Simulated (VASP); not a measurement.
A run of VASP 6.6.1:

The input INCAR:

```
SYSTEM = C
PREC     = Accurate       ! precision mode
ENCUT    = 520            ! plane-wave cutoff, eV
EDIFF    = 1E-6           ! SCF threshold, eV
ISMEAR   = 0              ! smearing method
SIGMA    = 0.05           ! smearing width, eV
LREAL    = .FALSE.        ! projectors in reciprocal space
LASPH    = .TRUE.         ! aspherical terms in the spheres
NELM     = 60             ! most SCF steps
ALGO     = Normal         ! electronic algorithm
ISIF     = 2              ! what is computed and relaxed
LWAVE    = .FALSE.        ! write WAVECAR
LCHARG   = .TRUE.         ! write CHGCAR
GGA      = PE             ! functional
LELF     = .TRUE.         ! ELF
LVHAR    = .TRUE.       
NBANDS   = 11             ! bands
```

The input KPOINTS:

```
Automatic mesh
0
G
  12 12 12
  0 0 0
```

Contents of POSCAR:

```
C
1.0
    0.0000000000      1.9617400000      1.7834000000
    1.9617400000      0.0000000000      1.7834000000
    1.9617400000      1.9617400000      0.0000000000
C
2
Direct
    0.5000000000      0.5000000000      0.5000000000
    0.7500000000      0.7500000000      0.7500000000
```

Potentials or basis: VASP PAW PBE potentials, release 64 (C).

Command:

```sh
$ cat potpaw_PBE.64/C/POTCAR > POTCAR
$ mpirun -np 1 vasp_std > vasp.out
```

Hardware: 1 thread of AMD EPYC 7R43 64-Core Processor (Zen 3), with other jobs on the host.

**Question.** How long does it take, and how much memory?

**Answer.** Run time: 18 s on 1 thread of AMD EPYC 7R43 64-Core Processor (Zen 3), with other jobs on the host, peak memory 0.1 GiB. Counts: scf iterations 11, k points 163.
